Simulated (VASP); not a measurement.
Wanted: the native input for a VASP 6.6.1 run.

```yaml
Task: single point
Functional: LDA
Potentials_or_basis: VASP PAW LDA potentials, release 64 (Zr_sv, O)
Cutoff: 600 eV
k_mesh: 6 × 6 × 6
Occupations: methfessel-paxton, width 0.1 eV
Spin: no spin polarisation
Dipole_correction: no
Further_INCAR_settings: ALGO = Normal; EDIFF = 1e-06; NBANDS = 19
```

The structure of ZrO2 (Cubic zirconia) lies in POSCAR:

```
ZrO2
1.0
    0.0000000000      2.5517885687      2.5517885687
    2.5517885687      0.0000000000      2.5517885687
    2.5517885687      2.5517885687      0.0000000000
Zr O
1 2
Direct
    0.0000000000      0.0000000000      0.0000000000
    0.2500000000      0.2500000000      0.2500000000
    0.7500000000      0.7500000000      0.7500000000
```

One way to write it, as run:

INCAR

```
PREC = Accurate ; ENCUT = 600
EDIFF = 1E-6 ; ISMEAR = 1
SIGMA = 0.1 ; LREAL = F
LASPH = T ; NELM = 120
ALGO = Normal ; ISIF = 2
LWAVE = F ; LCHARG = F
NBANDS = 19 ; GGA_COMPAT = F
```

KPOINTS

```
Automatic mesh
0
Gamma
  6 6 6
```

Potentials or basis: VASP PAW LDA potentials, release 64 (Zr_sv, O).

The run is started by

```console
$ cat potpaw_LDA.64/Zr_sv/POTCAR potpaw_LDA.64/O/POTCAR > POTCAR
$ mpirun -np 1 vasp_std > vasp.out
```

Results of the run:

| Quantity | Value |
| --- | --- |
| Pressure | -10.8 GPa |
| Band gap on the k mesh | 3.21 eV, indirect (least direct gap 3.63 eV) |

Run time: 6.3 s on 1 thread of Intel(R) Xeon(R) 6975P-C (Granite Rapids), on a shared host, peak memory 0.15 GiB.
